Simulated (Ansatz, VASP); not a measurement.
## TiPt3 in VASP and in Ansatz

```xyz
4
Lattice="3.9482 0.0000 0.0000 0.0000 3.9482 0.0000 0.0000 0.0000 3.9482" Properties=species:S:1:pos:R:3 pbc="T T T"
Ti    0.0000    0.0000    0.0000
Pt    0.0000    1.9741    1.9741
Pt    1.9741    0.0000    1.9741
Pt    1.9741    1.9741    0.0000
```

Alike in both runs: task relaxation of cell and atoms; functional LDA; k mesh 10 × 10 × 10; occupations gaussian, width 0.1 eV; no spin polarisation.

|  | VASP | Ansatz |
| --- | --- | --- |
| version | VASP 6.6.1 | Ansatz 0.2.0 |
| potentials or method | VASP PAW LDA potentials, release 64 (Ti_sv, Pt), cutoff 600 eV | scalar-relativistic, plane waves, PAW |
| valence electrons in the cell | 42 | 66 |

```tsv
	VASP	Ansatz	Ansatz less VASP
gap on the k mesh at the Fermi level, each at its own relaxed structure (eV)	none	none	-
relaxed volume (Å³/atom)	14.57	14.52	-0.044
relaxed cell length with the largest relative difference (Å)	3.877	3.873	-0.0039
```

LDA's correlation is that of Perdew and Zunger in VASP and of Perdew and Wang (1992) in Ansatz. A gap of «none» marks a metal or a gap that the smearing closes. VASP's potentials hold 42 valence electrons a cell and Ansatz's 66, so a difference there can come from the potentials and not from the codes.

Spin-orbit coupling is off throughout.
